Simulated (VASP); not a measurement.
Here is a VASP 6.6.1 calculation.

INCAR

```
PREC = Accurate ; ENCUT = 520
EDIFF = 1E-6 ; ISMEAR = 0
SIGMA = 0.1 ; LREAL = False
LASPH = True ; NELM = 100
ALGO = Normal ; ISIF = 2
LWAVE = False ; LCHARG = False
GGA = PE ; NBANDS = 28
```

KPOINTS

```
Automatic mesh
0
Gamma
  12 12 12
```

The input POSCAR:

```
BaZrO3
1.0
   -2.1184034165      2.4409726141      4.0951040094
    2.1184034165     -2.4409726141      4.0951040094
    2.1184034165      2.4409726141     -4.0951040094
Ba Zr O
1 1 3
Direct
    0.0000000000      0.5000000000      0.5000000000
    0.5000000000      0.0000000000      0.5000000000
    0.1650351846      0.1650351846      0.0000000000
    0.8349648154      0.8349648154      0.0000000000
    0.5000000000      0.5000000000      0.0000000000
```

Potentials or basis: VASP PAW PBE potentials, release 64 (Ba_sv, Zr_sv, O).

Command:

```console
$ cat potpaw_PBE.64/Ba_sv/POTCAR potpaw_PBE.64/Zr_sv/POTCAR potpaw_PBE.64/O/POTCAR > POTCAR
$ mpirun -np 1 vasp_std > vasp.out
```

(1) What does it give for the pressure?

(2) Estimate the largest force.

(3) Estimate the band gap on the k mesh.

## Answers

(1) 2.4 GPa.

(2) 0.225 eV/Å.

(3) zero (band 20 reaches 3.67 eV, above the bottom of band 21 at 3.26 eV).

Caveat: spin-orbit coupling is left out, which moves the levels of the heavy elements.
